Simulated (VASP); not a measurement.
# SrAgO3 (Pm-3m) in VASP: further runs

Runs on SrAgO3. Level: LDA. Tasks: single point.

Everything below comes from runs of VASP 6.6.1. Logs are shortened: lines on timing, memory, paths and dates and some standing lists are left out, and cuts for length are marked.

**1. The cell of the first run**

It takes space group Pm-3m (No. 221, cubic). The conventional cell has a = 3.968 Å, b = 3.968 Å, c = 3.968 Å, α = 90.00°, β = 90.00°, γ = 90.00°. Sr (site symmetry m-3m) has 12 O at 2.81 Å and 8 Ag at 3.44 Å within 3.7 Å. Within 2.6 Å of Ag (site symmetry m-3m) lie 6 O at 1.98 Å. O (site symmetry 4/mmm) has 2 Ag at 1.98 Å within 2.6 Å.

**2. Single point, LDA**

File INCAR:

```
ALGO = Normal
EDIFF = 1E-6
ENCUT = 520
GGA = CA
ISIF = 2
ISMEAR = -1
LASPH = True
LCHARG = False
LREAL = False
LWAVE = False
NBANDS = 28
NELM = 60
PREC = Accurate
SIGMA = 0.15
```

File KPOINTS:

```
k-points
0
Gamma
  6 6 6
```

File POSCAR:

```
SrAgO3
1.0
    3.9684008121      0.0000000000      0.0000000000
    0.0000000000      3.9684008121      0.0000000000
    0.0000000000      0.0000000000      3.9684008121
Sr Ag O
1 1 3
Direct
    0.0000000000      0.0000000000      0.0000000000
    0.5000000000      0.5000000000      0.5000000000
    0.5000000000      0.5000000000      0.0000000000
    0.5000000000      0.0000000000      0.5000000000
    0.0000000000      0.5000000000      0.5000000000
```

Potentials or basis: VASP PAW LDA potentials, release 64 (Sr_sv, Ag, O).

Started as:

```sh
$ cat potpaw_LDA.64/Sr_sv/POTCAR potpaw_LDA.64/Ag/POTCAR potpaw_LDA.64/O/POTCAR > POTCAR
$ mpirun -np 1 vasp_std > vasp.out
```

OUTCAR:

```text
EDIFF = 1E-6
   ENCUT = 520
   GGA = CA
   ISIF = 2
   ISMEAR = -1
   LASPH = True
   LREAL = False
   NELM = 60
   PREC = Accurate

 ion  position               nearest neighbor table
   1  0.000  0.000  0.000-   3 2.81   4 2.81   5 2.81   4 2.81   5 2.81   3 2.81   5 2.81   5 2.81
                             3 2.81   4 2.81   4 2.81   3 2.81   2 3.44   2 3.44   2 3.44   2 3.44
   2  0.500  0.500  0.500-   3 1.98   4 1.98   5 1.98   3 1.98   4 1.98   5 1.98   1 3.44   1 3.44
                             1 3.44   1 3.44   1 3.44   1 3.44   1 3.44   1 3.44
   3  0.500  0.500  0.000-   2 1.98   2 1.98   1 2.81   1 2.81   1 2.81   1 2.81
   4  0.500  0.000  0.500-   2 1.98   2 1.98   1 2.81   1 2.81   1 2.81   1 2.81
   5  0.000  0.500  0.500-   2 1.98   2 1.98   1 2.81   1 2.81   1 2.81   1 2.81

  LATTYP: Found a simple cubic cell.
 ALAT       =     3.9684008121

  Lattice vectors:

 A1 = (   3.9684008121,   0.0000000000,   0.0000000000)
 A2 = (   0.0000000000,   3.9684008121,   0.0000000000)
 A3 = (   0.0000000000,   0.0000000000,   3.9684008121)

Analysis of symmetry for initial positions (statically):
=====================================================================
 Subroutine PRICEL returns:
 Original cell was already a primitive cell.

 Routine SETGRP: Setting up the symmetry group for a
 simple cubic supercell.

 Subroutine GETGRP returns: Found 48 space group operations
 (whereof 48 operations were pure point group operations)
 out of a pool of 48 trial point group operations.

The static configuration has the point symmetry O_h .

Analysis of symmetry for dynamics (positions and initial velocities):
=====================================================================
 Subroutine PRICEL returns:
 Original cell was already a primitive cell.

 Routine SETGRP: Setting up the symmetry group for a
 simple cubic supercell.

 Subroutine GETGRP returns: Found 48 space group operations
 (whereof 48 operations were pure point group operations)
 out of a pool of 48 trial point group operations.

The dynamic configuration has the point symmetry O_h .

 Subroutine INISYM returns: Found 48 space group operations
 (whereof 48 operations are pure point group operations),
 and found     1 'primitive' translations

----------------------------------------------------------------------------------------

                                     Primitive cell

  volume of cell :      62.4952
[... 90 lines left out ...]
   EDIFF  = 0.1E-05   stopping-criterion for ELM
   LREAL  =      F    real-space projection
   EDIFFG = 0.1E-04   stopping-criterion for IOM
   NSW    =      0    number of steps for IOM
   IBRION =     -1    ionic relax: 0-MD 1-quasi-New 2-CG
   NFREE  =      0    steps in history (QN), initial steepest desc. (CG)
   ISIF   =      2    stress and relaxation
   ISYM   =      2    0-nonsym 1-usesym 2-fastsym
   POTIM  = 0.5000    time-step for ionic-motion
   TEBEG  =    0.0;   TEEND  =   0.0 temperature during run
   PSTRESS=    0.0 pullay stress
   NELECT =      39.0000    total number of electrons
   NUPDOWN=      -1.0000    fix difference up-down
   EMIN   =  10.00;   EMAX   =-10.00  energy-range for DOS
   EFERMI =   0.00;   METHOD = LEGACY
   ISMEAR =    -1;   SIGMA  =   0.15  broadening in eV -4-tet -1-fermi 0-gaus
   EFERMI_NEDOS =   21; number of points for ismear=-14 and -15
   IALGO  =     38    algorithm
   IMIX   =      4    mixing-type and parameters
     AMIX     =   0.40;   BMIX     =  1.00
     AMIX_MAG =   1.60;   BMIX_MAG =  1.00
  volume/ion in A,a.u.               =      12.50        84.35
  Fermi-wavevector in a.u.,A,eV,Ry     =   1.398989  2.643705 26.628902  1.957169
  Thomas-Fermi vector in A             =   2.522092
   LORBIT       =      0    0 simple, 1 ext, 2 COOP (PROOUT), +10 PAW based schemes
   GGA     = CA    functional components
   LHFCALC =     F    Hartree Fock is set to
   AEXX    =    0.0000 exact exchange contribution
   IVDW    =     0    specifies the selected vdW correction
   LEPSILON=     F    determine dielectric tensor
   LRPA    =     F    only Hartree local field effects (RPA)
 non-spin polarized calculation
  energy-cutoff  :      520.00
  volume of cell :       62.50
 maximum number of plane-waves:      1743
 NGX is ok and might be reduce to    30
   NGX = 15   NGY = 15   NGZ = 15

 number of electron      38.9999987 magnetization

 Free energy of the ion-electron system (eV)
  ---------------------------------------------------
  ext. energy  EPLUGINS =         0.00000000
  ---------------------------------------------------
  free energy    TOTEN  =       -28.58895044 eV

  energy without entropy =      -28.43031148  energy(sigma->0) =      -28.50963096

 E-fermi :   3.6912     XC(G=0): -11.7734

 val. band max:        3.6479636585   @ k =   0.5000   0.1667   0.1667
 cond. band min:       3.7542820129   @ k =   0.3333   0.1667   0.1667
 fundamental gap:      0.1063183545
 Fermi energy:         3.6911579142

 k-point     1 :       0.0000    0.0000    0.0000
  band No.  band energies     occupation
      1     -28.7634      2.00000
      2     -14.0024      2.00000
      3     -12.9644      2.00000
      4     -12.9644      2.00000
      5     -10.8553      2.00000
      6     -10.8553      2.00000
[... 609 lines left out ...]
     27      13.3013      0.00000
     28      17.2294      0.00000

------------------------ aborting loop because EDIFF is reached ----------------------------------------

  FORCE on cell =-STRESS in cart. coord.  units (eV):
  Direction    XX          YY          ZZ          XY          YZ          ZX
  --------------------------------------------------------------------------------------
  -------------------------------------------------------------------------------------
  Total        0.2954676      0.2954676      0.2954676      0.0000000      0.0000000      0.0000000
  in kB        7.5748463      7.5748463      7.5748463      0.0000000      0.0000000      0.0000000
  external PRESSURE =       7.5748463 kB  Pullay stress =       0.0000000 kB

 VOLUME and BASIS-vectors are now :
 -----------------------------------------------------------------------------
  energy-cutoff  :      520.00
  volume of cell :       62.50
      direct lattice vectors                 reciprocal lattice vectors
     3.968400812  0.000000000  0.000000000     0.251990675  0.000000000  0.000000000
     0.000000000  3.968400812  0.000000000     0.000000000  0.251990675  0.000000000
     0.000000000  0.000000000  3.968400812     0.000000000  0.000000000  0.251990675

 POSITION                                       TOTAL-FORCE (eV/Angst)
 -----------------------------------------------------------------------------------
      0.00000      0.00000      0.00000         0.000000      0.000000      0.000000
      1.98420      1.98420      1.98420         0.000000      0.000000      0.000000
      1.98420      1.98420      0.00000         0.000000      0.000000      0.000000
      1.98420      0.00000      1.98420         0.000000      0.000000      0.000000
      0.00000      1.98420      1.98420         0.000000      0.000000      0.000000
 -----------------------------------------------------------------------------------
    total drift:                                0.000000      0.000000     -0.000000

  FREE ENERGIE OF THE ION-ELECTRON SYSTEM (eV)
  ---------------------------------------------------
  free  energy   TOTEN  =       -28.5889504427 eV

  energy  without entropy=      -28.4303114775  energy(sigma->0) =      -28.50963096
```

Wall time 14 s (1 thread of Intel Xeon Platinum 8559C (Emerald Rapids), shared host); peak memory 0.17 GiB.

What came out:

```yaml
Free_energy: -28.5890 eV
Pressure: 0.8 GPa
```

Levels at points of the mesh, in eV from the Fermi level:
| k point | band 18 | band 19 | band 20 | band 21 | band 22 | band 23 |
| --- | --- | --- | --- | --- | --- | --- |
| (0.00, 0.00, 0.00) | -1.28 | -0.91 | -0.91 | -0.91 | 5.32 | 5.32 |
| (0.50, 0.00, 0.00) | -1.31 | -0.34 | -0.34 | 0.72 | 7.08 | 7.12 |
| (0.50, 0.50, 0.00) | -0.65 | -0.65 | -0.26 | 3.38 | 7.60 | 7.99 |
| (0.50, 0.50, 0.50) | -0.18 | -0.18 | 3.39 | 3.39 | 6.61 | 6.61 |

Caveat: an odd number of electrons without spin polarisation forces a metal; a magnetic or distorted state may lie lower.

**3. Single point, LDA**

This run uses another cell than the first one, of 12.85 Å³/atom, 1.028 times its volume.

Edit INCAR of step 2 so:

```diff
@@ -11,3 +11,3 @@
 NBANDS = 28
-NELM = 60
+NELM = 80
 PREC = Accurate
```

KPOINTS is that of step 2.

Edit POSCAR of step 2 so:

```diff
@@ -2,5 +2,5 @@
 1.0
-    3.9684008121      0.0000000000      0.0000000000
-    0.0000000000      3.9684008121      0.0000000000
-    0.0000000000      0.0000000000      3.9684008121
+    4.0048101928      0.0000000000      0.0000000000
+    0.0000000000      4.0048101928      0.0000000000
+    0.0000000000      0.0000000000      4.0048101928
 Sr Ag O
```

Potentials or basis: VASP PAW LDA potentials, release 64 (Sr_sv, Ag, O).

Started as:

```sh
$ cat potpaw_LDA.64/Sr_sv/POTCAR potpaw_LDA.64/Ag/POTCAR potpaw_LDA.64/O/POTCAR > POTCAR
$ mpirun -np 1 vasp_std > vasp.out
```

OUTCAR:

```text
EDIFF = 1E-6
   ENCUT = 520
   GGA = CA
   ISIF = 2
   ISMEAR = -1
   LASPH = True
   LREAL = False
   NELM = 80
   PREC = Accurate

 ion  position               nearest neighbor table
   1  0.000  0.000  0.000-   3 2.83   4 2.83   5 2.83   4 2.83   5 2.83   3 2.83   5 2.83   5 2.83
                             3 2.83   4 2.83   4 2.83   3 2.83   2 3.47   2 3.47   2 3.47   2 3.47
   2  0.500  0.500  0.500-   3 2.00   4 2.00   5 2.00   3 2.00   4 2.00   5 2.00   1 3.47   1 3.47
                             1 3.47   1 3.47   1 3.47   1 3.47   1 3.47   1 3.47
   3  0.500  0.500  0.000-   2 2.00   2 2.00   1 2.83   1 2.83   1 2.83   1 2.83
   4  0.500  0.000  0.500-   2 2.00   2 2.00   1 2.83   1 2.83   1 2.83   1 2.83
   5  0.000  0.500  0.500-   2 2.00   2 2.00   1 2.83   1 2.83   1 2.83   1 2.83

  LATTYP: Found a simple cubic cell.
 ALAT       =     4.0048101928

  Lattice vectors:

 A1 = (   4.0048101928,   0.0000000000,   0.0000000000)
 A2 = (   0.0000000000,   4.0048101928,   0.0000000000)
 A3 = (   0.0000000000,   0.0000000000,   4.0048101928)

Analysis of symmetry for initial positions (statically):
[... 176 lines left out ...]
 val. band max:        3.3455622600   @ k =   0.5000   0.1667   0.1667
 cond. band min:       3.4522703476   @ k =   0.3333   0.1667   0.1667
 fundamental gap:      0.1067080877
 Fermi energy:         3.4109800710

 k-point     1 :       0.0000    0.0000    0.0000
  band No.  band energies     occupation
      1     -29.1077      2.00000
      2     -14.1097      2.00000
      3     -13.0996      2.00000
      4     -13.0996      2.00000
      5     -11.1879      2.00000
      6     -11.1879      2.00000
[... 609 lines left out ...]
     27      12.8536      0.00000
     28      16.6778      0.00000

------------------------ aborting loop because EDIFF is reached ----------------------------------------

  FORCE on cell =-STRESS in cart. coord.  units (eV):
  Direction    XX          YY          ZZ          XY          YZ          ZX
  --------------------------------------------------------------------------------------
  -------------------------------------------------------------------------------------
  Total       -1.1951005     -1.1951005     -1.1951005      0.0000000      0.0000000     -0.0000000
  in kB      -29.8104958    -29.8104958    -29.8104958      0.0000000      0.0000000     -0.0000000
  external PRESSURE =     -29.8104958 kB  Pullay stress =       0.0000000 kB

 VOLUME and BASIS-vectors are now :
 -----------------------------------------------------------------------------
  energy-cutoff  :      520.00
  volume of cell :       64.23
      direct lattice vectors                 reciprocal lattice vectors
     4.004810193  0.000000000  0.000000000     0.249699724  0.000000000  0.000000000
     0.000000000  4.004810193  0.000000000     0.000000000  0.249699724  0.000000000
     0.000000000  0.000000000  4.004810193     0.000000000  0.000000000  0.249699724

 POSITION                                       TOTAL-FORCE (eV/Angst)
 -----------------------------------------------------------------------------------
      0.00000      0.00000      0.00000         0.000000      0.000000      0.000000
      2.00241      2.00241      2.00241         0.000000      0.000000      0.000000
      2.00241      2.00241      0.00000         0.000000      0.000000      0.000000
      2.00241      0.00000      2.00241         0.000000      0.000000      0.000000
      0.00000      2.00241      2.00241         0.000000      0.000000      0.000000
 -----------------------------------------------------------------------------------
    total drift:                                0.000000      0.000000     -0.000000

  FREE ENERGIE OF THE ION-ELECTRON SYSTEM (eV)
  ---------------------------------------------------
  free  energy   TOTEN  =       -28.5786411226 eV

  energy  without entropy=      -28.4011421250  energy(sigma->0) =      -28.48989162
```

OSZICAR:

```text
N       E                     dE             d eps       ncg     rms          rms(c)
DAV:   1     0.249424643297E+03    0.24942E+03   -0.21106E+04  1120   0.137E+03
DAV:   2    -0.216884924100E+02   -0.27111E+03   -0.26143E+03  1276   0.323E+02
DAV:   3    -0.368696070566E+02   -0.15181E+02   -0.15022E+02  1400   0.774E+01
DAV:   4    -0.372318253236E+02   -0.36222E+00   -0.36127E+00  1620   0.945E+00
DAV:   5    -0.372338113644E+02   -0.19860E-02   -0.19859E-02  1344   0.725E-01    0.302E+01
DAV:   6    -0.305508489714E+02    0.66830E+01   -0.38636E+01  1288   0.598E+01    0.322E+01
DAV:   7    -0.287475782562E+02    0.18033E+01   -0.82805E+00  1184   0.261E+01    0.128E+01
DAV:   8    -0.286096218239E+02    0.13796E+00   -0.12046E+00  1272   0.691E+00    0.558E+00
DAV:   9    -0.285839388698E+02    0.25683E-01   -0.37306E-02  1380   0.136E+00    0.177E+00
DAV:  10    -0.285793063936E+02    0.46325E-02   -0.14210E-02  1332   0.836E-01    0.586E-01
DAV:  11    -0.285786922007E+02    0.61419E-03   -0.19107E-03  1396   0.285E-01    0.249E-01
DAV:  12    -0.285786520635E+02    0.40137E-04   -0.31428E-04  1400   0.173E-01    0.465E-02
DAV:  13    -0.285786412216E+02    0.10842E-04   -0.41067E-05  1304   0.633E-02    0.112E-02
DAV:  14    -0.285786411226E+02    0.99012E-07   -0.32336E-06  1140   0.142E-02
   1 F= -.28578641E+02 E0= -.28489892E+02  d E =-.177499E+00
```

Wall time 14 s (1 thread of Intel Xeon Platinum 8559C (Emerald Rapids), shared host); peak memory 0.17 GiB.

Results:

* Free energy: -28.5786 eV
* Pressure: -3.0 GPa

Caveat: an odd number of electrons without spin polarisation forces a metal; a magnetic or distorted state may lie lower.
